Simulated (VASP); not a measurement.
Write the native input for VASP 6.6.1 that does the following.

```yaml
Task: single point
Functional: PBEsol
Potentials_or_basis: VASP PAW PBE potentials, release 64 (Ru_pv)
Cutoff: 520 eV
k_mesh: 6 × 6 × 4
Occupations: gaussian, width 0.1 eV
Spin: no spin polarisation
Dipole_correction: no
Further_INCAR_settings: ALGO = Fast; EDIFF = 1e-06; NBANDS = 36
```

The structure of Ru lies in POSCAR:

```
Ru
1.0
    2.5175805745     -1.6639281674      0.0000000000
    2.5175805745      1.6639281674      0.0000000000
    0.0000000000      0.0000000000      6.7875776757
Ru
4
Direct
    0.8500000000      0.1500000000      0.1170000000
    0.6500000000      0.3500000000      0.6170000000
    0.1500000000      0.8500000000      0.8830000000
    0.3500000000      0.6500000000      0.3830000000
```

The input as run:

INCAR

```
SYSTEM = Ru
PREC     = Accurate       ! precision mode
ENCUT    = 520            ! plane-wave cutoff, eV
EDIFF    = 1E-6           ! SCF threshold, eV
ISMEAR   = 0              ! smearing method
SIGMA    = 0.1            ! smearing width, eV
LREAL    = .False.        ! projectors in reciprocal space
LASPH    = .True.         ! aspherical terms in the spheres
NELM     = 60             ! most SCF steps
ALGO     = Fast           ! electronic algorithm
ISIF     = 2              ! what is computed and relaxed
LWAVE    = .False.        ! write WAVECAR
LCHARG   = .False.        ! write CHGCAR
GGA      = PS             ! functional
NBANDS   = 36             ! bands
```

KPOINTS

```
regular mesh
0
Gamma
  6 6 4
  0 0 0
```

Potentials or basis: VASP PAW PBE potentials, release 64 (Ru_pv).

The run is started by

```sh
$ cat potpaw_PBE.64/Ru_pv/POTCAR > POTCAR
$ mpirun -np 1 vasp_std > vasp.out
```

It gave:

```yaml
Pressure: 59.9 GPa
Largest_force: 13.673 eV/Å
Band_gap_on_the_k_mesh: zero (bands 28 and 29 overlap by 1.68 eV)
```

Caveat: the k points lie up to 0.38 Å⁻¹ apart, too coarse for converged energies and pressures of a metal; atoms lie so close that the PAW spheres overlap strongly, which falsifies energies and pressures; the PAW data sets were made with another functional, which shifts forces and pressure a little.

Run time: 62 s on 1 thread of AMD EPYC 9R45 96-Core Processor (Zen 5) (shared host), peak memory 0.17 GiB.
